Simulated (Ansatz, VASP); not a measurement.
## Two plane-wave programs on Li3AgB5

```
CELL_PARAMETERS angstrom
2.72719 -4.42226 0.00000
2.72719 4.42226 0.00000
0.00000 0.00000 4.59435
ATOMIC_POSITIONS crystal
Li 0.00000 0.50000 0.50000
Li 0.50000 0.00000 0.50000
Li 0.50000 0.50000 0.00000
Ag 0.50000 0.50000 0.50000
B 0.84257 0.84257 0.18297
B 0.15743 0.15743 0.18297
B 0.84257 0.84257 0.81703
B 0.15743 0.15743 0.81703
B 0.00000 0.00000 0.50000
```

Alike in both runs: functional PBE; k mesh 8 × 8 × 8; occupations gaussian, width 0.1 eV; no spin polarisation.

Ansatz relaxed the structure, and its values are those at the end. VASP's run is a single point on that final structure, the one shown.

|  | VASP | Ansatz |
| --- | --- | --- |
| version | VASP 6.6.1 | Ansatz 0.2.0 |
| potentials or method | VASP PAW PBE potentials, release 64 (Li_sv, Ag, B), cutoff 520 eV | scalar-relativistic, plane waves, PAW |
| valence electrons in the cell | 35 | 43 |

```csv
,VASP,Ansatz,Ansatz less VASP
gap on the k mesh at the Fermi level (eV),none,none,-
rms of the force components (eV/Å),0.005,0.001,-0.0040
```

A gap of «none» marks a metal or a gap that the smearing closes. With one functional, cell and mesh, what is left measures potentials, basis and numerics. VASP's potentials hold 35 valence electrons a cell and Ansatz's 43, so a difference there can come from the potentials and not from the codes.

Noted on VASP's run: the cutoff is under 1.25 times that of the potentials, so the pressure is a little rough.
